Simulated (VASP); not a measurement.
Here is a VASP 6.6.1 calculation.

INCAR

```
PREC     = Accurate       # precision mode
ENCUT    = 520            # plane-wave cutoff, eV
EDIFF    = 1E-6           # SCF threshold, eV
ISMEAR   = -1             # smearing method
SIGMA    = 0.05           # smearing width, eV
LREAL    = False          # projectors in reciprocal space
LASPH    = True           # aspherical terms in the spheres
NELM     = 80             # most SCF steps
ALGO     = Normal         # electronic algorithm
ISIF     = 2              # what is computed and relaxed
LWAVE    = False          # write WAVECAR
LCHARG   = True           # write CHGCAR
GGA      = PE             # functional
LELF     = True           # ELF
LVHAR    = True         
NBANDS   = 16             # bands
```

The input KPOINTS:

```
Automatic mesh
0
Gamma
  14 14 14
```

File POSCAR:

```
Si2Ni
1.0
   -1.5739732781      1.5739732781      3.4266693096
    1.5739732781     -1.5739732781      3.4266693096
    1.5739732781      1.5739732781     -3.4266693096
Ni Si
1 2
Direct
    0.0000000000      0.0000000000      0.0000000000
    0.3324117822      0.3324117822      0.0000000000
   -0.3324117822     -0.3324117822      0.0000000000
```

Potentials or basis: VASP PAW PBE potentials, release 64 (Ni, Si).

Launch:

```sh
$ cat potpaw_PBE.64/Ni/POTCAR potpaw_PBE.64/Si/POTCAR > POTCAR
$ mpirun -np 1 vasp_std > vasp.out
```

**Question.** Predict the pressure.

**Answer.** 22.9 GPa.

**Question.** Estimate the band gap on the k mesh.

**Answer.** Zero (bands 9 and 10 overlap by 2.39 eV).

Stress tensor (GPa, compression positive):
```
22.80  0.00  0.00
 0.00 22.80  0.00
 0.00  0.00 23.02
```

Caveat: the cell stands under pressure. Spin polarisation is off, so any magnetic state and its effect on volume and gap are missing.
